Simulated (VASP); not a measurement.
# AlP (sol) (F-43m) in VASP: a series of runs

The runs below take AlP (sol) through single point, relaxation of cell and atoms, with PBEsol.

All numbers are computed with VASP 6.6.1; they aren't measurements. Logs are shortened: lines on timing, memory, paths and dates and some standing lists are left out, and cuts for length are marked.

## 1. The cell of the first run

The structure is cubic, space group F-43m (No. 216). The conventional cell has a = 5.470 Å, b = 5.470 Å, c = 5.470 Å, α = 90.00°, β = 90.00°, γ = 90.00°. Within 3.1 Å of Al (site symmetry -43m) lie 4 P at 2.37 Å. Within 3.1 Å of P (site symmetry -43m) lie 4 Al at 2.37 Å.

## 2. Single point, PBEsol

Input file INCAR:

```
ALGO = Normal
EDIFF = 1E-6
ENCUT = 500
GGA = PS
GGA_COMPAT = F
ISIF = 2
ISMEAR = 0
LASPH = T
LCHARG = F
LREAL = F
LWAVE = F
NBANDS = 11
NELM = 120
PREC = Accurate
SIGMA = 0.02
```

Input file KPOINTS:

```
k-points
0
Gamma
  8 8 8
```

Input file POSCAR:

```
AlP
1.0
    0.0000000000      2.7351565842      2.7351565842
    2.7351565842      0.0000000000      2.7351565842
    2.7351565842      2.7351565842      0.0000000000
Al P
1 1
Direct
    0.0000000000      0.0000000000      0.0000000000
    0.2500000000      0.2500000000      0.2500000000
```

Potentials or basis: VASP PAW PBE potentials, release 64 (Al, P).

Run with:

```
$ cat potpaw_PBE.64/Al/POTCAR potpaw_PBE.64/P/POTCAR > POTCAR
$ mpirun -np 1 vasp_std > vasp.out
```

OUTCAR:

```text
EDIFF = 1E-6
   ENCUT = 500
   GGA = PS
   ISIF = 2
   ISMEAR = 0
   LASPH = T
   LREAL = F
   NELM = 120
   PREC = Accurate

 ion  position               nearest neighbor table
   1  0.000  0.000  0.000-   2 2.37   2 2.37   2 2.37   2 2.37
   2  0.250  0.250  0.250-   1 2.37   1 2.37   1 2.37   1 2.37

  LATTYP: Found a face centered cubic cell.
 ALAT       =     5.4703131684

  Lattice vectors:

 A1 = (   0.0000000000,   2.7351565842,   2.7351565842)
 A2 = (   2.7351565842,   0.0000000000,   2.7351565842)
 A3 = (   2.7351565842,   2.7351565842,   0.0000000000)

Analysis of symmetry for initial positions (statically):
=====================================================================
 Subroutine PRICEL returns:
 Original cell was already a primitive cell.

 Routine SETGRP: Setting up the symmetry group for a
 face centered cubic supercell.

 Subroutine GETGRP returns: Found 24 space group operations
 (whereof 24 operations were pure point group operations)
 out of a pool of 48 trial point group operations.

The static configuration has the point symmetry T_d .

Analysis of symmetry for dynamics (positions and initial velocities):
=====================================================================
 Subroutine PRICEL returns:
 Original cell was already a primitive cell.

 Routine SETGRP: Setting up the symmetry group for a
 face centered cubic supercell.

 Subroutine GETGRP returns: Found 24 space group operations
 (whereof 24 operations were pure point group operations)
 out of a pool of 48 trial point group operations.

The dynamic configuration has the point symmetry T_d .

 Subroutine INISYM returns: Found 24 space group operations
 (whereof 24 operations are pure point group operations),
 and found     1 'primitive' translations

----------------------------------------------------------------------------------------

                                     Primitive cell

  volume of cell :      40.9239

  direct lattice vectors                    reciprocal lattice vectors
     0.000000000  2.735156584  2.735156584    -0.182804891  0.182804891  0.182804891
     2.735156584  0.000000000  2.735156584     0.182804891 -0.182804891  0.182804891
     2.735156584  2.735156584  0.000000000     0.182804891  0.182804891 -0.182804891

  length of vectors
     3.868095537  3.868095537  3.868095537     0.316627358  0.316627358  0.316627358

  position of ions in fractional coordinates (direct lattice)
     0.000000000  0.000000000  0.000000000
     0.250000000  0.250000000  0.250000000

  ion indices of the primitive-cell ions
   primitive index   ion index
                 1           1
                 2           2

----------------------------------------------------------------------------------------

 KPOINTS: k-points

Automatic generation of k-mesh.
 Grid dimensions read from file:
 generate k-points for:    8    8    8

 Generating k-lattice:

  Cartesian coordinates                     Fractional coordinates (reciprocal lattice)
    -0.022850611  0.022850611  0.022850611     0.125000000  0.000000000  0.000000000
     0.022850611 -0.022850611  0.022850611     0.000000000  0.125000000  0.000000000
     0.022850611  0.022850611 -0.022850611     0.000000000  0.000000000  0.125000000

  Length of vectors
     0.039578420  0.039578420  0.039578420

  Shift w.r.t. Gamma in fractional coordinates (k-lattice)
     0.000000000  0.000000000  0.000000000

 Subroutine IBZKPT returns following result:
 ===========================================

 Found     29 irreducible k-points:

 Following reciprocal coordinates:
            Coordinates               Weight
  0.000000  0.000000  0.000000      1.000000
  0.125000  0.000000  0.000000      8.000000
  0.250000  0.000000  0.000000      8.000000
  0.375000  0.000000  0.000000      8.000000
  0.500000  0.000000  0.000000      4.000000
  0.125000  0.125000  0.000000      6.000000
[... 16 lines left out ...]
  0.500000  0.250000  0.125000     48.000000
 -0.375000  0.250000  0.125000     24.000000
 [... further k-points ...]
   k-points           NKPTS =     29   k-points in BZ     NKDIM =     29   number of bands    NBANDS=     11
   number of dos      NEDOS =    301   number of ions     NIONS =      2
   total plane-waves  NPLWV =  21952
   dimension x,y,z NGX =    28 NGY =   28 NGZ =   28
   dimension x,y,z NGXF=    56 NGYF=   56 NGZF=   56
   ions per type =               1   1
   NGX,Y,Z   is equivalent  to a cutoff of  12.03, 12.03, 12.03 a.u.
   NGXF,Y,Z  is equivalent  to a cutoff of  24.07, 24.07, 24.07 a.u.
 SYSTEM =  unknown system
   PREC   = accura    normal or accurate (medium, high low for compatibility)
   ISTART =      0    job   : 0-new  1-cont  2-samecut
   ICHARG =      2    charge: 1-file 2-atom 10-const
   ISPIN  =      1    spin polarized calculation?
   LNONCOLLINEAR =      F non collinear calculations
   LSORBIT =      F    spin-orbit coupling
   LASPH  =      T    aspherical Exc in radial PAW
   ENCUT  =  500.0 eV  36.75 Ry    6.06 a.u.   7.05  7.05  7.05*2*pi/ulx,y,z
   NELM   =    120;   NELMIN=  2; NELMDL= -5     # of ELM steps
   EDIFF  = 0.1E-05   stopping-criterion for ELM
   LREAL  =      F    real-space projection
   EDIFFG = 0.1E-04   stopping-criterion for IOM
   NSW    =      0    number of steps for IOM
   IBRION =     -1    ionic relax: 0-MD 1-quasi-New 2-CG
   NFREE  =      0    steps in history (QN), initial steepest desc. (CG)
   ISIF   =      2    stress and relaxation
   ISYM   =      2    0-nonsym 1-usesym 2-fastsym
   POTIM  = 0.5000    time-step for ionic-motion
   TEBEG  =    0.0;   TEEND  =   0.0 temperature during run
   PSTRESS=    0.0 pullay stress
   NELECT =       8.0000    total number of electrons
   NUPDOWN=      -1.0000    fix difference up-down
   EMIN   =  10.00;   EMAX   =-10.00  energy-range for DOS
   EFERMI =   0.00;   METHOD = LEGACY
   ISMEAR =     0;   SIGMA  =   0.02  broadening in eV -4-tet -1-fermi 0-gaus
   EFERMI_NEDOS =   21; number of points for ismear=-14 and -15
   IALGO  =     38    algorithm
   IMIX   =      4    mixing-type and parameters
     AMIX     =   0.40;   BMIX     =  1.00
     AMIX_MAG =   1.60;   BMIX_MAG =  1.00
  volume/ion in A,a.u.               =      20.46       138.08
  Fermi-wavevector in a.u.,A,eV,Ry     =   0.950122  1.795470 12.282408  0.902732
  Thomas-Fermi vector in A             =   2.078469
   LORBIT       =      0    0 simple, 1 ext, 2 COOP (PROOUT), +10 PAW based schemes
   GGA     = PS    functional components
   LHFCALC =     F    Hartree Fock is set to
   AEXX    =    0.0000 exact exchange contribution
   IVDW    =     0    specifies the selected vdW correction
   LEPSILON=     F    determine dielectric tensor
   LRPA    =     F    only Hartree local field effects (RPA)
 non-spin polarized calculation
 Gauss-broadening in eV      SIGMA  =   0.02
  energy-cutoff  :      500.00
  volume of cell :       40.92
 maximum number of plane-waves:      1056
   NGX = 15   NGY = 15   NGZ = 15

 number of electron       8.0000000 magnetization

 Free energy of the ion-electron system (eV)
  ---------------------------------------------------
  ext. energy  EPLUGINS =         0.00000000
  ---------------------------------------------------
  free energy    TOTEN  =       -10.99516462 eV

  energy without entropy =      -10.99516462  energy(sigma->0) =      -10.99516462

 E-fermi :   4.5812     XC(G=0):  -9.3432

 val. band max:        4.4835827860   @ k =   0.0000   0.0000   0.0000
 cond. band min:       5.9329995676   @ k =   0.5000   0.5000   0.0000
 fundamental gap:      1.4494167816
 Fermi energy:         4.5812203993

 k-point     1 :       0.0000    0.0000    0.0000
  band No.  band energies     occupation
      1      -7.0115      2.00000
      2       4.4836      2.00000
      3       4.4836      2.00000
      4       4.4836      2.00000
      5       7.6393      0.00000
      6       8.9879      0.00000
      7       8.9879      0.00000
      8       8.9879      0.00000
      9      13.2794      0.00000
     10      13.2794      0.00000
     11      14.5396      0.00000

 k-point     2 :       0.1250    0.0000    0.0000
  band No.  band energies     occupation
      1      -6.8390      2.00000
      2       3.2437      2.00000
      3       4.3346      2.00000
      4       4.3346      2.00000
      5       8.0818      0.00000
      6       9.2714      0.00000
      7       9.2714      0.00000
      8       9.4864      0.00000
      9      12.7696      0.00000
     10      12.7696      0.00000
     11      15.1817      0.00000

 k-point     3 :       0.2500    0.0000    0.0000
  band No.  band energies     occupation
      1      -6.3532      2.00000
      2       1.2871      2.00000
      3       4.0397      2.00000
      4       4.0397      2.00000
      5       7.7088      0.00000
      6       9.5718      0.00000
      7       9.5718      0.00000
      8      11.2904      0.00000
      9      12.7389      0.00000
     10      12.7389      0.00000
     11      14.6386      0.00000

 k-point     4 :       0.3750    0.0000    0.0000
  band No.  band energies     occupation
      1      -5.6991      2.00000
      2      -0.3579      2.00000
      3       3.8044      2.00000
      4       3.8044      2.00000
      5       7.3315      0.00000
      6       9.3753      0.00000
      7       9.3753      0.00000
      8      12.4678      0.00000
      9      14.1342      0.00000
     10      14.1342      0.00000
     11      14.9362      0.00000

 k-point     5 :       0.5000    0.0000    0.0000
  band No.  band energies     occupation
      1      -5.3271      2.00000
      2      -1.0723      2.00000
      3       3.7192      2.00000
      4       3.7192      2.00000
      5       7.1956      0.00000
      6       9.2302      0.00000
      7       9.2302      0.00000
      8      12.5482      0.00000
      9      15.9795      0.00000
     10      15.9795      0.00000
     11      16.1263      0.00000
[... 211 lines left out ...]
 k-point    21 :       0.5000    0.5000    0.0000
  band No.  band energies     occupation
      1      -4.6640      2.00000
      2      -0.8374      2.00000
      3       2.3710      2.00000
      4       2.3710      2.00000
      5       5.9330      0.00000
      6       6.8530      0.00000
      7      15.4284      0.00000
      8      15.4284      0.00000
      9      16.3702      0.00000
     10      16.5393      0.00000
     11      16.5393      0.00000

 k-point    22 :       0.3750    0.2500    0.1250
  band No.  band energies     occupation
      1      -5.9419      2.00000
      2       0.9679      2.00000
      3       2.5706      2.00000
      4       3.5640      2.00000
      5       8.2518      0.00000
      6       9.2212      0.00000
      7       9.8393      0.00000
      8      11.2287      0.00000
      9      12.7433      0.00000
     10      15.1932      0.00000
     11      17.2588      0.00000

 k-point    23 :       0.5000    0.2500    0.1250
  band No.  band energies     occupation
      1      -5.3426      2.00000
      2      -0.1449      2.00000
      3       2.0012      2.00000
      4       3.1770      2.00000
      5       8.3452      0.00000
      6       9.1878      0.00000
      7      10.4357      0.00000
      8      11.5157      0.00000
      9      13.8728      0.00000
     10      15.7094      0.00000
     11      17.1854      0.00000

 k-point    24 :      -0.3750    0.2500    0.1250
  band No.  band energies     occupation
      1      -5.0136      2.00000
      2      -0.7071      2.00000
      3       1.8664      2.00000
      4       2.9880      2.00000
      5       8.3424      0.00000
      6       8.9187      0.00000
      7      11.3034      0.00000
      8      12.0948      0.00000
      9      13.3857      0.00000
     10      15.8219      0.00000
     11      17.1351      0.00000

 [... further k-points ...]

------------------------ aborting loop because EDIFF is reached ----------------------------------------

  FORCE on cell =-STRESS in cart. coord.  units (eV):
  Direction    XX          YY          ZZ          XY          YZ          ZX
  --------------------------------------------------------------------------------------
  -------------------------------------------------------------------------------------
  Total        0.0109651      0.0109651      0.0109651      0.0000000      0.0000000      0.0000000
  in kB        0.4292868      0.4292868      0.4292868      0.0000000      0.0000000      0.0000000
  external PRESSURE =       0.4292868 kB  Pullay stress =       0.0000000 kB

 VOLUME and BASIS-vectors are now :
 -----------------------------------------------------------------------------
  energy-cutoff  :      500.00
  volume of cell :       40.92
      direct lattice vectors                 reciprocal lattice vectors
     0.000000000  2.735156584  2.735156584    -0.182804891  0.182804891  0.182804891
     2.735156584  0.000000000  2.735156584     0.182804891 -0.182804891  0.182804891
     2.735156584  2.735156584  0.000000000     0.182804891  0.182804891 -0.182804891

 POSITION                                       TOTAL-FORCE (eV/Angst)
 -----------------------------------------------------------------------------------
      0.00000      0.00000      0.00000         0.000000      0.000000     -0.000000
      1.36758      1.36758      1.36758        -0.000000     -0.000000      0.000000
 -----------------------------------------------------------------------------------
    total drift:                                0.000000      0.000000      0.000000

  FREE ENERGIE OF THE ION-ELECTRON SYSTEM (eV)
  ---------------------------------------------------
  free  energy   TOTEN  =       -10.9951646205 eV

  energy  without entropy=      -10.9951646205  energy(sigma->0) =      -10.99516462
```

Wall time 6.5 s (1 thread of AMD EPYC 9R45 (Zen 5), shared host); peak memory 0.12 GiB.

Results:

| Item | Value |
| --- | --- |
| Free energy | -10.9952 eV |
| Pressure | 0.0 GPa |
| Band gap on the k mesh | 1.45 eV, indirect (least direct gap 3.16 eV) |

Levels at points of the mesh, in eV from the valence-band top:
| k point | band 1 | band 2 | band 3 | band 4 | band 5 | band 6 | band 7 | band 8 |
| --- | --- | --- | --- | --- | --- | --- | --- | --- |
| (0.00, 0.00, 0.00) | -11.50 | 0.00 | 0.00 | 0.00 | 3.16 | 4.50 | 4.50 | 4.50 |
| (0.50, 0.00, 0.00) | -9.81 | -5.56 | -0.76 | -0.76 | 2.71 | 4.75 | 4.75 | 8.06 |
| (0.50, 0.50, 0.00) | -9.15 | -5.32 | -2.11 | -2.11 | 1.45 | 2.37 | 10.94 | 10.94 |

Caveat: the PAW data sets were made with another functional, which shifts forces and pressure a little. A k mesh can miss the band edges.

## 3. Single point, PBEsol

Input file INCAR:

```
SYSTEM = AlP
PREC = Accurate
ENCUT = 500
EDIFF = 1E-6
ISMEAR = 0
SIGMA = 0.02
LREAL = .False.
LASPH = .True.
NELM = 120
ALGO = Normal
ISIF = 2
LWAVE = .False.
LCHARG = .False.
GGA = PS
NBANDS = 11
GGA_COMPAT = .False.
```

Input file KPOINTS:

```
Automatic mesh
0
Gamma
  8 8 8
  0 0 0
```

POSCAR is that of step 2.

Potentials or basis: VASP PAW PBE potentials, release 64 (Al, P).

Run with:

```
$ cat potpaw_PBE.64/Al/POTCAR potpaw_PBE.64/P/POTCAR > POTCAR
$ mpirun -np 1 vasp_std > vasp.out
```

Wall time 6.4 s (1 thread of AMD EPYC 9R45 (Zen 5), shared host); peak memory 0.12 GiB.

The run converged. Its results:

* Free energy: -10.9952 eV
* Pressure: 0.0 GPa
* Band gap on the k mesh: 1.45 eV, indirect (least direct gap 3.16 eV)

Levels at points of the mesh, in eV from the valence-band top:
```csv
k point,band 1,band 2,band 3,band 4,band 5,band 6,band 7,band 8,band 9
"(0.00, 0.00, 0.00)",-11.50,0.00,0.00,0.00,3.16,4.50,4.50,4.50,8.80
"(0.50, 0.00, 0.00)",-9.81,-5.56,-0.76,-0.76,2.71,4.75,4.75,8.06,11.50
"(0.50, 0.50, 0.00)",-9.15,-5.32,-2.11,-2.11,1.45,2.37,10.94,10.94,11.89
```

Caveat: the PAW data sets were made with another functional, which shifts forces and pressure a little. A k mesh can miss the band edges.

## 4. Relaxation of cell and atoms, PBEsol

This run uses another cell than the first one, of 20.39 Å³/atom, 0.997 times its volume.

Input file INCAR:

```
  ALGO = Normal
  EDIFF = 1E-7
  EDIFFG = -0.002
  ENCUT = 500
  GGA = PS
  GGA_COMPAT = False
  IBRION = 2
  ISIF = 3
  ISMEAR = 0
  LASPH = True
  LCHARG = False
  LREAL = False
  LWAVE = False
  NELM = 120
  NELMIN = 4
  NSW = 100
  PREC = Accurate
  SIGMA = 0.02
```

Input file KPOINTS:

```
k-points
0
Gamma
  8 8 8
```

Input file POSCAR:

```
AlP
1.0
    0.0000000000      2.7320000000      2.7320000000
    2.7320000000      0.0000000000      2.7320000000
    2.7320000000      2.7320000000      0.0000000000
Al P
1 1
Direct
    0.0000000000      0.0000000000      0.0000000000
    0.2500000000      0.2500000000      0.2500000000
```

Run with:

```
$ cat potpaw_PBE.64/Al/POTCAR potpaw_PBE.64/P/POTCAR > POTCAR
$ mpirun -np 1 vasp_std > vasp.out
```

Run time: 12 s. Hardware: 1 thread of AMD EPYC 9R45 (Zen 5), shared host; peak memory 0.12 GiB.

It converged, with:

```yaml
Free_energy: -10.9951 eV
Relaxed_volume: 20.47 Å³/atom
Relaxed_cell: a = 3.869 Å, b = 3.869 Å, c = 3.869 Å, α = 60.00°, β = 60.00°, γ = 60.00°
Space_group_after_relaxing_to_0.05_Å: F-43m (No. 216)
Energy_gained_by_relaxing: 0.1 meV/atom
Ionic_steps: 3
Pressure_after_relaxing: 0.0 GPa
Band_gap_on_the_k_mesh: 1.45 eV, indirect (least direct gap 3.15 eV)
```

Step by step:
```csv
step,energy change (eV),largest force (eV/Å),pressure (GPa),volume (Å³)
1,0.0000,0.0000,0.35,40.78
2,-0.0001,0.0000,-0.21,41.04
3,-0.0002,0.0000,0.00,40.94
```

Final structure:
```
CELL_PARAMETERS angstrom
0.00000 2.73557 2.73557
2.73557 0.00000 2.73557
2.73557 2.73557 0.00000
ATOMIC_POSITIONS crystal
Al 0.00000 0.00000 0.00000
P 0.25000 0.25000 0.25000
```

Levels at points of the mesh, in eV from the valence-band top:
```tsv
k point	band 1	band 2	band 3	band 4	band 5	band 6	band 7	band 8
(0.00, 0.00, 0.00)	-11.49	0.00	0.00	0.00	3.15	4.50	4.50	4.50
(0.50, 0.00, 0.00)	-9.81	-5.55	-0.76	-0.76	2.71	4.75	4.75	8.06
(0.50, 0.50, 0.00)	-9.15	-5.32	-2.11	-2.11	1.45	2.37	10.94	10.94
```

Caveat: the PAW data sets were made with another functional, which shifts forces and pressure a little.
